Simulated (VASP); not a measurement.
InP:

```
In P
1.0
     3.97524    0.00000    0.00000
     0.00000    3.97524    0.00000
     0.00000    0.00000    2.75316
In P
1 1
Cartesian
  1.9876 1.9876 1.3766
  0.0000 0.0000 1.3766
```

```yaml
Program: VASP 6.6.1
Task: relaxation of cell and atoms
Functional: PBE
Potentials_or_basis: VASP PAW PBE potentials, release 64 (In_d, P)
Cutoff: 600 eV
k_mesh: 14 × 14 × 20
Occupations: gaussian, width 0.1 eV
Spin: no spin polarisation
```

At the start: pressure 0.1 GPa; volume 21.75 Å³/atom.

Q: Where does the relaxation end?

A: Over 4 steps the energy falls by 21.7 meV/atom and the volume is 21.77 Å³/atom (+0.1 %); space group P4/mmm (No. 123, to 0.05 Å).

The path:
```
step  energy change (eV)  largest force (eV/Å)  pressure (GPa)  volume (Å³)
   1              0.0000                0.0000            0.09        43.51
   2             -0.0414                0.0000           -0.05        43.54
   3             -0.0435                0.0000            0.07        43.54
   4             -0.0435                0.0000            0.05        43.54
```

Final structure:
```
In P
1.0
     3.88746    0.00000    0.00000
     0.00000    3.88746    0.00000
     0.00000    0.00000    2.88105
In P
1 1
Direct
  0.50000 0.50000 0.50000
  0.00000 0.00000 0.50000
```
